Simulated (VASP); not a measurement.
# LaAgS2 (P4/mmm) in VASP: further runs, part 2 of 2

VASP 6.6.1. The steps go on from the part before.

### Step 3. Relaxation of cell and atoms, PBEsol

This run uses another cell than the first one, of 23.95 Å³/atom.

Input file INCAR:

```
SYSTEM = LaAgS2
  PREC = Accurate
  ENCUT = 600
  EDIFF = 1E-6
  ISMEAR = -1
  SIGMA = 0.02
  LREAL = .False.
  LASPH = .True.
  NELM = 60
  ALGO = Normal
  ISIF = 3
  LWAVE = .False.
  LCHARG = .False.
  GGA = PS
  IBRION = 2
  NSW = 80
  EDIFFG = -0.005
```

Input file KPOINTS:

```
Automatic mesh
0
Gamma
  6 6 4
  0 0 0
```

Input file POSCAR:

```
LaAgS2
1.0
    4.1310653084      0.0000000000      0.0000000000
    0.0000000000      4.1310653084      0.0000000000
    0.0000000000      0.0000000000      5.6135202690
Ag S La
1 2 1
Direct
    0.0000000000      0.0000000000      0.0000000000
    0.0000000000      0.0000000000      0.5000000000
    0.5000000000      0.5000000000      0.0000000000
    0.5000000000      0.5000000000      0.5000000000
```

Potentials or basis: VASP PAW PBE potentials, release 64 (Ag, S, La).

Command:

```sh
$ cat potpaw_PBE.64/Ag/POTCAR potpaw_PBE.64/S/POTCAR potpaw_PBE.64/La/POTCAR > POTCAR
$ mpirun -np 1 vasp_std > vasp.out
```

It took 2.8 min on 1 thread of Oxide Virtual Turin-like, shared host; peak memory 0.27 GiB.

It converged, with:

```yaml
Free_energy: -22.5078 eV
Relaxed_volume: 22.76 Å³/atom
Relaxed_cell: a = 4.053 Å, b = 4.053 Å, c = 5.543 Å, α = 90.00°, β = 90.00°, γ = 90.00°
Space_group_after_relaxing_to_0.1_Å: P4/mmm (No. 123)
Energy_gained_by_relaxing: 13.3 meV/atom
Ionic_steps: 5
Pressure_after_relaxing: 0.0 GPa
Band_gap_on_the_k_mesh: zero (bands 17 and 18 overlap by 0.56 eV)
```

The path:
| step | energy change (eV) | largest force (eV/Å) | pressure (GPa) | volume (Å³) |
| --- | --- | --- | --- | --- |
| 1 | 0.0000 | 0.0000 | -3.47 | 95.80 |
| 2 | -0.0365 | 0.0000 | 2.16 | 88.80 |
| 3 | -0.0523 | 0.0000 | -0.01 | 91.18 |
| 4 | -0.0531 | 0.0000 | 0.00 | 91.10 |
| 5 | -0.0532 | 0.0000 | 0.01 | 91.06 |

Final structure:
```yaml
crystal:
  lattice:
    - [4.05325, 0.00000, 0.00000]
    - [0.00000, 4.05325, 0.00000]
    - [0.00000, 0.00000, 5.54269]
  atoms:
    - { symbol: Ag, position: [0.00000, 0.00000, 0.00000] }
    - { symbol: S, position: [0.00000, 0.00000, 0.50000] }
    - { symbol: S, position: [0.50000, 0.50000, 0.00000] }
    - { symbol: La, position: [0.50000, 0.50000, 0.50000] }
```

Levels at points of the mesh, in eV from the Fermi level:
| k point | band 13 | band 14 | band 15 | band 16 | band 17 | band 18 | band 19 | band 20 | band 21 |
| --- | --- | --- | --- | --- | --- | --- | --- | --- | --- |
| (0.00, 0.00, 0.00) | -2.54 | -2.54 | -1.69 | -1.69 | -1.40 | -0.47 | 0.65 | 2.39 | 2.42 |
| (0.50, 0.00, 0.00) | -3.44 | -3.24 | -2.55 | -1.15 | 0.01 | 2.12 | 2.39 | 2.50 | 2.58 |
| (0.50, 0.50, 0.00) | -3.11 | -3.01 | -2.25 | -2.25 | -1.33 | 0.96 | 1.09 | 1.09 | 2.43 |
| (0.00, 0.00, 0.50) | -2.14 | -2.14 | -2.13 | -2.08 | -2.08 | -0.52 | 2.37 | 2.40 | 2.61 |
| (0.50, 0.00, 0.50) | -3.06 | -2.92 | -2.49 | -0.23 | 0.04 | 1.84 | 2.07 | 2.18 | 2.37 |
| (0.50, 0.50, 0.50) | -3.11 | -2.98 | -2.14 | -2.14 | -2.14 | 2.43 | 2.43 | 2.54 | 2.54 |

Caveat: the PAW data sets were made with another functional, which shifts forces and pressure a little; spin-orbit coupling is left out, which moves the levels of the heavy elements.

### Step 4. Relaxation of cell and atoms, LDA

This run uses another cell than the first one, of 23.95 Å³/atom.

Input file INCAR:

```
PREC     = Accurate       # precision mode
ENCUT    = 600            # plane-wave cutoff, eV
EDIFF    = 1E-6           # SCF threshold, eV
ISMEAR   = -1             # smearing method
SIGMA    = 0.02           # smearing width, eV
LREAL    = F              # projectors in reciprocal space
LASPH    = T              # aspherical terms in the spheres
NELM     = 100            # most SCF steps
ALGO     = Normal         # electronic algorithm
ISIF     = 3              # what is computed and relaxed
LWAVE    = F              # write WAVECAR
LCHARG   = F              # write CHGCAR
IBRION   = 2              # ionic algorithm
NSW      = 80             # ionic steps
EDIFFG   = -0.005         # ionic threshold
```

Input file KPOINTS:

```
Automatic mesh
0
Gamma
  6 6 4
```

POSCAR is that of step 3.

Potentials or basis: VASP PAW LDA potentials, release 64 (Ag, S, La).

Command:

```sh
$ cat potpaw_LDA.64/Ag/POTCAR potpaw_LDA.64/S/POTCAR potpaw_LDA.64/La/POTCAR > POTCAR
$ mpirun -np 1 vasp_std > vasp.out
```

Wall time 3.6 min (1 thread of Oxide Virtual Turin-like, shared host); peak memory 0.24 GiB.

It converged, with:

| Quantity | Value |
| --- | --- |
| Free energy | -23.7886 eV |
| Relaxed volume | 22.15 Å³/atom |
| Relaxed cell | a = 4.014 Å, b = 4.014 Å, c = 5.497 Å, α = 90.00°, β = 90.00°, γ = 90.00° |
| Space group after relaxing (to 0.1 Å) | P4/mmm (No. 123) |
| Energy gained by relaxing | 32.6 meV/atom |
| Ionic steps | 10 |
| Pressure after relaxing | 0.0 GPa |
| Band gap on the k mesh | zero (bands 17 and 18 overlap by 0.67 eV) |

Step by step:
```csv
step,energy change (eV),largest force (eV/Å),pressure (GPa),volume (Å³)
1,0.0000,0.0000,-5.43,95.80
2,-0.0841,0.0000,3.80,84.98
3,-0.1283,0.0000,0.00,88.74
4,-0.1283,0.0000,-0.15,88.88
5,-0.1302,0.0000,-0.14,88.76
6,-0.1304,0.0000,-0.13,88.70
7,-0.1304,0.0000,-0.12,88.71
8,-0.1304,0.0000,-0.12,88.71
9,-0.1304,0.0000,0.04,88.50
10,-0.1304,0.0000,0.00,88.59
```

Final structure:
```yaml
crystal:
  lattice:
    - [4.01430, 0.00000, 0.00000]
    - [0.00000, 4.01430, 0.00000]
    - [0.00000, 0.00000, 5.49729]
  atoms:
    - { symbol: Ag, position: [0.00000, 0.00000, 0.00000] }
    - { symbol: S, position: [0.00000, 0.00000, 0.50000] }
    - { symbol: S, position: [0.50000, 0.50000, 0.00000] }
    - { symbol: La, position: [0.50000, 0.50000, 0.50000] }
```

Levels at points of the mesh, in eV from the Fermi level:
| k point | band 15 | band 16 | band 17 | band 18 | band 19 | band 20 |
| --- | --- | --- | --- | --- | --- | --- |
| (0.00, 0.00, 0.00) | -1.76 | -1.76 | -1.39 | -0.55 | 0.60 | 2.27 |
| (0.50, 0.00, 0.00) | -2.67 | -1.12 | 0.01 | 2.01 | 2.29 | 2.39 |
| (0.50, 0.50, 0.00) | -2.22 | -2.22 | -1.29 | 0.82 | 1.05 | 1.05 |
| (0.00, 0.00, 0.50) | -2.22 | -2.08 | -2.08 | -0.61 | 2.26 | 2.45 |
| (0.50, 0.00, 0.50) | -2.55 | -0.23 | 0.06 | 1.72 | 1.96 | 2.06 |
| (0.50, 0.50, 0.50) | -2.26 | -2.10 | -2.10 | 2.32 | 2.32 | 2.44 |

Caveat: spin-orbit coupling is left out, which moves the levels of the heavy elements.

### Step 5. Relaxation of cell and atoms, PBE

This run uses another cell than the first one, of 24.49 Å³/atom.

Input file INCAR:

```
SYSTEM = LaAgS2
  PREC = Accurate
  ENCUT = 600
  EDIFF = 1E-6
  ISMEAR = -1
  SIGMA = 0.02
  LREAL = .False.
  LASPH = .True.
  NELM = 80
  ALGO = Normal
  ISIF = 3
  LWAVE = .False.
  LCHARG = .False.
  GGA = PE
  IBRION = 2
  NSW = 80
  EDIFFG = -0.005
```

Input file KPOINTS:

```
regular mesh
0
Gamma
  6 6 4
  0 0 0
```

Input file POSCAR:

```
LaAgS2
1.0
    4.1070748821      0.0000000000      0.0000000000
    0.0000000000      4.1070748821      0.0000000000
    0.0000000000      0.0000000000      5.8082810000
Ag S La
1 2 1
Direct
    0.0000000000      0.0000000000      0.0000000000
    0.0000000000      0.0000000000      0.5000000000
    0.5000000000      0.5000000000      0.0000000000
    0.5000000000      0.5000000000      0.5000000000
```

Potentials or basis: VASP PAW PBE potentials, release 64 (Ag, S, La).

Command:

```sh
$ cat potpaw_PBE.64/Ag/POTCAR potpaw_PBE.64/S/POTCAR potpaw_PBE.64/La/POTCAR > POTCAR
$ mpirun -np 1 vasp_std > vasp.out
```

Run time: 3.8 min. Hardware: 1 thread of Oxide Virtual Turin-like, shared host; peak memory 0.28 GiB.

The run converged. Its results:

* Free energy: -20.9853 eV
* Relaxed volume: 23.92 Å³/atom
* Relaxed cell: a = 4.130 Å, b = 4.130 Å, c = 5.609 Å, α = 90.00°, β = 90.00°, γ = 90.00°
* Space group after relaxing (to 0.1 Å): P4/mmm (No. 123)
* Energy gained by relaxing: 9.9 meV/atom
* Ionic steps: 10
* Pressure after relaxing: 0.0 GPa
* Band gap on the k mesh: zero (bands 17 and 18 overlap by 0.25 eV)

The path:
| step | energy change (eV) | largest force (eV/Å) | pressure (GPa) | volume (Å³) |
| --- | --- | --- | --- | --- |
| 1 | 0.0000 | 0.0000 | -1.70 | 97.97 |
| 2 | -0.0324 | 0.0000 | 0.88 | 94.31 |
| 3 | -0.0327 | 0.0000 | 0.61 | 94.66 |
| 4 | -0.0393 | 0.0000 | 0.18 | 95.35 |
| 5 | -0.0398 | 0.0000 | 0.05 | 95.58 |
| 6 | -0.0398 | 0.0000 | 0.05 | 95.59 |
| 7 | -0.0397 | 0.0000 | 0.03 | 95.63 |
| 8 | -0.0398 | 0.0000 | -0.02 | 95.71 |
| 9 | -0.0398 | 0.0000 | -0.03 | 95.70 |
| 10 | -0.0398 | 0.0000 | -0.02 | 95.68 |

Final structure:
```
Ag S La
1.0
     4.13038    0.00000    0.00000
     0.00000    4.13038    0.00000
     0.00000    0.00000    5.60865
Ag S La
1 2 1
Cartesian
  0.0000 0.0000 0.0000
  0.0000 0.0000 2.8043
  2.0652 2.0652 0.0000
  2.0652 2.0652 2.8043
```

Levels at points of the mesh, in eV from the Fermi level:
| k point | band 14 | band 15 | band 16 | band 17 | band 18 | band 19 | band 20 | band 21 |
| --- | --- | --- | --- | --- | --- | --- | --- | --- |
| (0.00, 0.00, 0.00) | -2.45 | -1.52 | -1.52 | -1.34 | -0.16 | 0.76 | 2.24 | 2.43 |
| (0.50, 0.00, 0.00) | -3.05 | -2.37 | -1.15 | -0.01 | 2.01 | 2.26 | 2.33 | 2.38 |
| (0.50, 0.50, 0.00) | -2.86 | -2.15 | -2.15 | -1.30 | 1.16 | 1.30 | 1.30 | 2.25 |
| (0.00, 0.00, 0.50) | -2.01 | -2.00 | -1.93 | -1.93 | -0.20 | 2.22 | 2.42 | 2.42 |
| (0.50, 0.00, 0.50) | -2.74 | -2.39 | -0.23 | 0.06 | 1.87 | 2.00 | 2.11 | 2.23 |
| (0.50, 0.50, 0.50) | -2.84 | -2.12 | -2.12 | -1.96 | 2.26 | 2.26 | 2.38 | 2.38 |

Caveat: spin-orbit coupling is left out, which moves the levels of the heavy elements.

### Step 6. Summary

```csv
task,level,potentials or basis,cell,k mesh,cutoff (eV),gap on the mesh (eV),pressure (GPa),relaxed volume (Å³/atom)
single point,r2SCAN,"VASP PAW PBE potentials, release 64 (Ag, S, La)","a = 4.130, b = 4.130, c = 5.605 Å, 4 atoms",6 × 6 × 6,520,none,-0.2,-
relaxation of cell and atoms,PBEsol,"VASP PAW PBE potentials, release 64 (Ag, S, La)","relaxed from a = 4.131, b = 4.131, c = 5.614 Å, 4 atoms",6 × 6 × 4,600,none,0.0,22.76
relaxation of cell and atoms,LDA,"VASP PAW LDA potentials, release 64 (Ag, S, La)","relaxed from a = 4.131, b = 4.131, c = 5.614 Å, 4 atoms",6 × 6 × 4,600,none,0.0,22.15
relaxation of cell and atoms,PBE,"VASP PAW PBE potentials, release 64 (Ag, S, La)","relaxed from a = 4.107, b = 4.107, c = 5.808 Å, 4 atoms",6 × 6 × 4,600,none,0.0,23.92
```

Alike in all rows: no spin polarisation; smearing fermi-dirac 0.02 eV.

Caveats: spin-orbit coupling is left out, which moves the levels of the heavy elements; the PAW data sets were made with another functional, which shifts forces and pressure a little (at least some runs).

Total energies depend on the potentials used, so only differences within one code and one set of settings carry meaning.
